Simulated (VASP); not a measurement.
# PbF2 (Fm-3m) in VASP: further runs, part 2 of 2

VASP 6.6.1.

### 4 Relaxation of cell and atoms, r2SCAN

This run uses another cell than the first one, of 17.35 Å³/atom.

Contents of POSCAR:

```
PbF2
1.0
    0.0000000000      2.9636600000      2.9636600000
    2.9636600000      0.0000000000      2.9636600000
    2.9636600000      2.9636600000      0.0000000000
Pb F
1 2
Direct
    0.0000000000      0.0000000000      0.0000000000
    0.2500000000      0.2500000000      0.2500000000
    0.7500000000      0.7500000000      0.7500000000
```

Contents of INCAR.step1:

```
SYSTEM = PbF2
PREC = Accurate
ENCUT = 600
ISMEAR = 0
SIGMA = 0.02
LREAL = .False.
LASPH = .True.
NELM = 80
GGA = PE
ALGO = Normal
EDIFF = 1E-4
LWAVE = .True.
LCHARG = .False.
```

Contents of INCAR.step2:

```
SYSTEM = PbF2
PREC = Accurate
ENCUT = 600
EDIFF = 1E-6
ISMEAR = 0
SIGMA = 0.02
LREAL = .False.
LASPH = .True.
NELM = 80
ALGO = Normal
ISIF = 3
LWAVE = .False.
LCHARG = .False.
METAGGA = R2SCAN
LMIXTAU = .True.
IBRION = 2
NSW = 100
EDIFFG = -0.005
ISTART = 1
```

Contents of KPOINTS:

```
regular mesh
0
Gamma
  8 8 8
  0 0 0
```

Potentials or basis: VASP PAW PBE potentials, release 64 (Pb_d, F).

Command:

```bash
> cat potpaw_PBE.64/Pb_d/POTCAR potpaw_PBE.64/F/POTCAR > POTCAR
> cp INCAR.step1 INCAR
> mpirun -np 1 vasp_std > vasp.out
> cp INCAR.step2 INCAR
> mpirun -np 1 vasp_std > vasp.out
```

OUTCAR:

```text
SYSTEM = PbF2
   PREC = Accurate
   ENCUT = 600
   EDIFF = 1E-6
   ISMEAR = 0
   LREAL = .False.
   LASPH = .True.
   NELM = 80
   ISIF = 3
   METAGGA = R2SCAN
   IBRION = 2
   NSW = 100
   EDIFFG = -0.005
   ISTART = 1

 ion  position               nearest neighbor table
   1  0.000  0.000  0.000-   3 2.57   3 2.57   3 2.57   2 2.57   2 2.57   2 2.57   3 2.57   2 2.57

   2  0.250  0.250  0.250-   1 2.57   1 2.57   1 2.57   1 2.57
   3  0.750  0.750  0.750-   1 2.57   1 2.57   1 2.57   1 2.57

  LATTYP: Found a face centered cubic cell.
 ALAT       =     5.9273200000

  Lattice vectors:

 A1 = (   0.0000000000,   2.9636600000,   2.9636600000)
 A2 = (   2.9636600000,   0.0000000000,   2.9636600000)
 A3 = (   2.9636600000,   2.9636600000,   0.0000000000)

[... 253 lines left out ...]

 Free energy of the ion-electron system (eV)
  ---------------------------------------------------
  ext. energy  EPLUGINS =         0.00000000
  ---------------------------------------------------
  free energy    TOTEN  =       -70.16705316 eV

  energy without entropy =      -70.16705316  energy(sigma->0) =      -70.16705316

 E-fermi :   1.7328     XC(G=0): -10.0358

 val. band max:        1.5687860363   @ k =  -0.2500   0.5000   0.2500
 cond. band min:       6.5010456745   @ k =   0.5000   0.5000   0.0000
 fundamental gap:      4.9322596382
 Fermi energy:         1.7327661463

 k-point     1 :       0.0000    0.0000    0.0000
  band No.  band energies     occupation
      1     -20.8595      2.00000
      2     -20.2633      2.00000
      3     -13.3034      2.00000
      4     -13.3034      2.00000
      5     -13.3034      2.00000
      6     -13.2512      2.00000
[... 481 lines left out ...]
      5     -13.2243      2.00000
      6     -13.1938      2.00000
[... 10 lines left out ...]
     17       9.8675      0.00000
     18      12.7884      0.00000

 [... further k-points ...]
[... 5 lines left out ...]
  --------------------------------------------------------------------------------------
  -------------------------------------------------------------------------------------
  Total        0.0010346      0.0010346      0.0010346      0.0000000      0.0000000      0.0000000
  in kB        0.0319933      0.0319933      0.0319933      0.0000000      0.0000000      0.0000000
  external PRESSURE =       0.0319933 kB  Pullay stress =       0.0000000 kB
[... 18 lines left out ...]
  FREE ENERGIE OF THE ION-ELECTRON SYSTEM (eV)
  ---------------------------------------------------
  free  energy   TOTEN  =       -70.1670531596 eV

  energy  without entropy=      -70.1670531596  energy(sigma->0) =      -70.16705316

 reached required accuracy - stopping structural energy minimisation
```

OUTCAR.step1:

```text
SYSTEM = PbF2
   PREC = Accurate
   ENCUT = 600
   ISMEAR = 0
   LREAL = .False.
   LASPH = .True.
   NELM = 80
[... 729 lines left out ...]
      0.00000      0.00000      0.00000        -0.000000     -0.000000     -0.000000
      1.48183      1.48183      1.48183         0.000000     -0.000000      0.000000
      4.44549      4.44549      4.44549        -0.000000      0.000000     -0.000000
 -----------------------------------------------------------------------------------
    total drift:                                0.000000      0.000000      0.000000

  FREE ENERGIE OF THE ION-ELECTRON SYSTEM (eV)
  ---------------------------------------------------
  free  energy   TOTEN  =       -14.3374075434 eV

  energy  without entropy=      -14.3374075434  energy(sigma->0) =      -14.33740754
```

Wall time 2.1 min (1 thread of Intel Xeon 6975P-C (Granite Rapids), shared host); peak memory 0.23 GiB.

What came out:

| Property | Result |
| --- | --- |
| Free energy | -70.1671 eV |
| Relaxed volume | 17.27 Å³/atom |
| Relaxed cell | a = 4.184 Å, b = 4.184 Å, c = 4.184 Å, α = 60.00°, β = 60.00°, γ = 60.00° |
| Space group after relaxing (to 0.1 Å) | Fm-3m (No. 225) |
| Energy gained by relaxing | 0.1 meV/atom |
| Ionic steps | 3 |
| Pressure after relaxing | 0.0 GPa |
| Band gap on the k mesh | 4.93 eV (least direct gap 5.08 eV) |

The path:
```csv
step,energy change (eV),largest force (eV/Å),pressure (GPa),volume (Å³)
1,0.0000,0.0000,-0.37,52.06
2,-0.0003,0.0000,0.08,51.76
3,-0.0003,0.0000,0.00,51.81
```

Final structure:
```
Pb F
1.0
     0.00000    2.95888    2.95888
     2.95888    0.00000    2.95888
     2.95888    2.95888    0.00000
Pb F
1 2
Cartesian
  0.0000 0.0000 0.0000
  1.4794 1.4794 1.4794
  4.4383 4.4383 4.4383
```

Caveat: the PAW data sets were made with another functional, which shifts forces and pressure a little; spin-orbit coupling is left out, which moves the levels of the heavy elements.

### 5 Overview

```csv
task,cell,cutoff (eV),gap on the mesh (eV),pressure (GPa)
single point,"a = 4.228 Å, angles 60.0°, 3 atoms",520,4.94,-2.2
single point,"a = 4.269 Å, angles 60.0°, 3 atoms",520,4.94,-4.0
relaxation of cell and atoms,"relaxed from a = 4.191 Å, angles 60.0°, 3 atoms",600,4.93,0.0
```

Alike in all rows: level r2SCAN; potentials or basis VASP PAW PBE potentials, release 64 (Pb_d, F); no spin polarisation; k mesh 8 × 8 × 8; smearing gaussian 0.02 eV.

Caveats: the PAW data sets were made with another functional, which shifts forces and pressure a little; spin-orbit coupling is left out, which moves the levels of the heavy elements; the cell stands under tension (at least some runs).

Total energies depend on the potentials used, so only differences within one code and one set of settings carry meaning.
